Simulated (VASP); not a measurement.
**Pt: single point with PBEsol**

The system is Pt.

```
Pt
1.0
     0.00000    1.94598    1.94598
     1.94598    0.00000    1.94598
     1.94598    1.94598    0.00000
Pt
1
Direct
  0.00000 0.00000 0.00000
```

```yaml
Program: VASP 6.6.1
Task: single point
Functional: PBEsol
Potentials_or_basis: VASP PAW PBE potentials, release 64 (Pt)
Cutoff: 500 eV
k_mesh: 8 × 8 × 8
Occupations: gaussian, width 0.1 eV
Spin: no spin polarisation
Dipole_correction: no
Further_INCAR_settings: ALGO = Normal; EDIFF = 1e-06; NBANDS = 11
```

The pressure is 5.0 GPa and the band gap on the k mesh is zero (band 5 reaches 12.03 eV, above the bottom of band 6 at 9.72 eV).

Levels at points of the mesh, in eV from the Fermi level:
| k point | band 1 | band 2 | band 3 | band 4 | band 5 | band 6 | band 7 | band 8 | band 9 | band 10 |
| --- | --- | --- | --- | --- | --- | --- | --- | --- | --- | --- |
| (0.00, 0.00, 0.00) | -10.49 | -3.91 | -3.91 | -3.91 | -1.65 | -1.65 | 14.63 | 19.71 | 19.71 | 19.71 |
| (0.50, 0.00, 0.00) | -7.56 | -3.98 | -3.98 | -0.58 | 0.08 | 0.08 | 6.02 | 14.19 | 19.16 | 19.16 |
| (0.50, 0.50, 0.00) | -7.32 | -6.85 | 0.05 | 0.55 | 0.55 | 1.73 | 9.13 | 11.47 | 11.47 | 20.44 |

It took 2.9 s on 1 thread of Intel(R) Xeon(R) 6975P-C (Granite Rapids) (shared host), peak memory 0.12 GiB.

Caveat: the PAW data sets were made with another functional, which shifts forces and pressure a little; spin-orbit coupling is left out, which moves the levels of the heavy elements.
